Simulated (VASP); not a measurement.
Wanted: the native input for a VASP 6.6.1 run.

```yaml
Task: relaxation of cell and atoms
Functional: PBEsol
Potentials_or_basis: VASP PAW PBE potentials, release 64 (Mg)
Cutoff: 600 eV
k_mesh: 21 × 21 × 12
Occupations: gaussian, width 0.1 eV
Spin: no spin polarisation
Target_pressure: 50 GPa
Dipole_correction: no
Further_INCAR_settings: ALGO = Fast; EDIFF = 1e-06; IBRION = 2; EDIFFG = -0.002; NSW = 100; ISIF = 3
```

The structure of Mg lies in POSCAR:

```
Mg
1.0
    3.2093000000      0.0000000000      0.0000000000
   -1.6046500000      2.7793353284      0.0000000000
    0.0000000000      0.0000000000      5.2103000000
Mg
2
Direct
    0.3333333333      0.6666666667      0.2500000000
    0.6666666667      0.3333333333      0.7500000000
```

One way to write it, as run:

INCAR

```
PREC     = Accurate       # precision mode
ENCUT    = 600            # plane-wave cutoff, eV
EDIFF    = 1E-6           # SCF threshold, eV
ISMEAR   = 0              # smearing method
SIGMA    = 0.1            # smearing width, eV
LREAL    = False          # projectors in reciprocal space
LASPH    = True           # aspherical terms in the spheres
NELM     = 60             # most SCF steps
ALGO     = Fast           # electronic algorithm
ISIF     = 3              # what is computed and relaxed
LWAVE    = False          # write WAVECAR
LCHARG   = False          # write CHGCAR
GGA      = PS             # functional
IBRION   = 2              # ionic algorithm
NSW      = 100            # ionic steps
EDIFFG   = -0.002         # ionic threshold
PSTRESS  = 500.0
```

KPOINTS

```
Automatic mesh
0
Gamma
  21 21 12
```

Potentials or basis: VASP PAW PBE potentials, release 64 (Mg).

Launch:

```sh
$ cat potpaw_PBE.64/Mg/POTCAR > POTCAR
$ mpirun -np 1 vasp_std > vasp.out
```

Results of the run:

```
Relaxed volume                                             : 13.67 Å³/atom
Relaxed cell                                               : a = 2.690 Å, b = 2.690 Å, c = 4.364 Å, α = 90.00°, β = 90.00°, γ = 120.00°
Space group after relaxing (to 0.1 Å)                      : P6_3/mmc (No. 194)
Energy change on relaxing (the run minimises the enthalpy) : +910.7 meV/atom
Ionic steps                                                : 19
Pressure after relaxing                                    : 50.0 GPa
Band gap on the k mesh                                     : zero (bands 2 and 3 overlap by 2.54 eV)
```

Caveat: the cell is relaxed towards a set pressure, so the run minimises the enthalpy, not the energy; the volume moved by over 15 % at a fixed basis, so the end points are rough; the PAW data sets were made with another functional, which shifts forces and pressure a little.

Run time: 3.7 min on 1 thread of Intel(R) Xeon(R) 6975P-C (Granite Rapids) (shared host), peak memory 0.3 GiB.
